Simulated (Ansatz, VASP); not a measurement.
## Two plane-wave programs on AlN

File INCAR:

```
PREC = Accurate
ENCUT = 600
EDIFF = 1E-6
ISMEAR = 0
SIGMA = 0.02
LREAL = F
LASPH = T
NELM = 120
ALGO = Normal
ISIF = 2
LWAVE = F
LCHARG = T
GGA = PE
LELF = T
LVHAR = T
NBANDS = 16
GGA_COMPAT = F
```

File KPOINTS:

```
regular mesh
0
Gamma
  8 6 8
```

File POSCAR:

```
AlN
1.0
    3.1130547520      0.0000000000      0.0000000000
    0.0000000000      4.4025242180      0.0000000000
    0.0000000000      0.0000000000      3.1130547520
Al N
2 2
Direct
    0.0000000000      0.0000000000      0.0000058500
    0.5000000000      0.5000000000      0.5000058500
    0.5000000000      0.2500000000      0.0000058500
    0.0000000000      0.7500000000      0.5000058500
```

Input for Ansatz:

```yaml
crystal:
  lattice:
    - [3.113054752, 0.0, 0.0]
    - [0.0, 4.402524218, 0.0]
    - [0.0, 0.0, 3.113054752]
  atoms:
    - { symbol: Al, position: [0.0, 0.0, 5.85e-06] }
    - { symbol: "N", position: [0.5, 0.25, 5.85e-06] }
    - { symbol: Al, position: [0.5, 0.5, 0.50000585] }
    - { symbol: "N", position: [0.0, 0.75, 0.50000585] }
basis:
  ecutwfc: 420
kpoints:
  mp_grid: { grid: [8, 6, 8] }
  band_path:
    path:
      - [[0.0, 0.0, 0.0], [0.0, 1.0, 0.0], [0.0, 1.0, 0.25]]
      - [[0.375, 0.75, 0.375], [0.0, 0.0, 0.0], [0.0, 0.5, 0.5], [0.25, 1.0, 0.25], [0.0, 1.0, 0.0]]
    npoints: 10
hamiltonian:
  xc: pbe
  pseudopotentials: { kind: paw, azcp: { folder: soft_1 } }
scf:
  occupations: { method: gaussian, width: 0.02 }
  n_extra_bands: 8
output:
  forces: true
  stress: true
  eigenvalues: true
```

Alike in both runs: task single point; functional PBE; k mesh 8 × 6 × 8; occupations gaussian, width 0.02 eV; no spin polarisation.

|  | VASP | Ansatz |
| --- | --- | --- |
| version | VASP 6.6.1 | Ansatz 0.2.0 |
| potentials or method | VASP PAW PBE potentials, release 64 (Al, N), cutoff 600 eV | scalar-relativistic, plane waves, PAW |
| valence electrons in the cell | 16 | 16 |

|  | VASP | Ansatz | Ansatz less VASP |
| --- | --- | --- | --- |
| gap on the k mesh at the Fermi level (eV) | 3.31 | 3.31 | +0.005 |
| least direct gap on the mesh (eV) | 3.31 | 3.31 | +0.005 |
| pressure (GPa) | -0.3 | 0.0 | +0.30 |

The functional is the same, so the differences come from potentials, cutoffs and numerics.
